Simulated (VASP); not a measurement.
C, 1 atom in the cell. It takes space group Fm-3m (No. 225, cubic). The conventional cell has a = 3.037 Å, b = 3.037 Å, c = 3.037 Å, α = 90.00°, β = 90.00°, γ = 90.00°. Within 2.8 Å of C (site symmetry m-3m) lie 12 C at 2.15 Å. 

| Property | Result |
| --- | --- |
| Program | VASP 6.6.1 |
| Task | single point |
| Functional | PBEsol |
| Potentials or basis | VASP PAW PBE potentials, release 64 (C) |
| Cutoff | 520 eV |
| k mesh | 24 × 24 × 24 |
| Occupations | fermi-dirac, width 0.08 eV |
| Spin | no spin polarisation |
| Dipole correction | no |
| k mesh for the DOS | 36 × 36 × 36 |
| Occupations for the DOS | tetrahedron |
| Further INCAR settings | ALGO = Normal; EDIFF = 1e-06 |

Potentials or basis: VASP PAW PBE potentials, release 64 (C).

The run is started by

```sh
$ cat potpaw_PBE.64/C/POTCAR > POTCAR
$ cp INCAR.step1 INCAR
$ cp KPOINTS.step1 KPOINTS
$ mpirun -np 1 vasp_std > vasp.out
$ cp INCAR.step2 INCAR
$ cp KPOINTS.step2 KPOINTS
$ mpirun -np 1 vasp_std > vasp.out
```

Hardware: 1 thread of Intel(R) Xeon(R) 6975P-C (Granite Rapids) (shared host).

Question: How long does it take, and how much memory?

Answer: Wall time 18 s on 1 thread of Intel(R) Xeon(R) 6975P-C (Granite Rapids), with other jobs on the host, peak memory 0.15 GiB. Counts: k points 1240.
